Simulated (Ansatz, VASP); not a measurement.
## Si: VASP beside Ansatz

```
Si
1.0
     3.84753    0.00000    0.00000
    -1.92376    3.33205    0.00000
     0.00000    0.00000   18.44160
Si
4
Direct
  0.33333 0.66667 0.26954
  0.66667 0.33333 0.24401
  0.00000 0.50000 0.52282
  0.33333 0.16667 0.49729
```

Alike in both runs: task single point; functional PBE; dispersion D3(BJ); k mesh 9 × 9 × 1; occupations gaussian, width 0.1 eV; no spin polarisation.

|  | VASP | Ansatz |
| --- | --- | --- |
| version | VASP 6.6.1 | Ansatz 0.2.0 |
| potentials or method | VASP PAW PBE potentials, release 64 (Si), cutoff 520 eV | scalar-relativistic, plane waves, PAW |
| valence electrons in the cell | 16 | 16 |

```tsv
	VASP	Ansatz	Ansatz less VASP
gap on the k mesh at the Fermi level (eV)	0.40	0.40	0.000
least direct gap on the mesh (eV)	0.40	0.40	0.000
rms of the force components (eV/Å)	0.048	0.049	+0.0011
```

Atom by atom the forces differ by 0.003 eV/Å (rms over components).
